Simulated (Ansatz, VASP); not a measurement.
# One calculation of CdS, two programs

```
CELL_PARAMETERS angstrom
4.16499 0.00000 0.00000
-2.08250 3.60699 0.00000
0.00000 0.00000 6.76709
ATOMIC_POSITIONS crystal
Cd 0.33333 0.66667 0.99903
Cd 0.66667 0.33333 0.49903
S 0.33333 0.66667 0.37597
S 0.66667 0.33333 0.87597
```

Alike in both runs: functional r2SCAN; k mesh 12 × 12 × 4; occupations fermi-dirac, width 0.02 eV; no spin polarisation.

Ansatz relaxed the structure, and its values are those at the end. VASP's run is a single point on that final structure, the one shown.

|  | VASP | Ansatz |
| --- | --- | --- |
| version | VASP 6.6.1 | Ansatz 0.2.0 |
| potentials or method | VASP PAW PBE potentials, release 64 (Cd, S), cutoff 520 eV | PAW plane waves |
| valence electrons in the cell | 36 | 52 |

```csv
,VASP,Ansatz,Ansatz less VASP
gap on the k mesh at the Fermi level (eV),1.63,1.63,+0.001
pressure (GPa),0.3,0.0,-0.28
```

VASP's potentials were made for PBE, not for r2SCAN. VASP's potentials hold 36 valence electrons a cell and Ansatz's 52, so a difference there can come from the potentials and not from the codes. Ansatz's warnings: stress scf threshold loose.
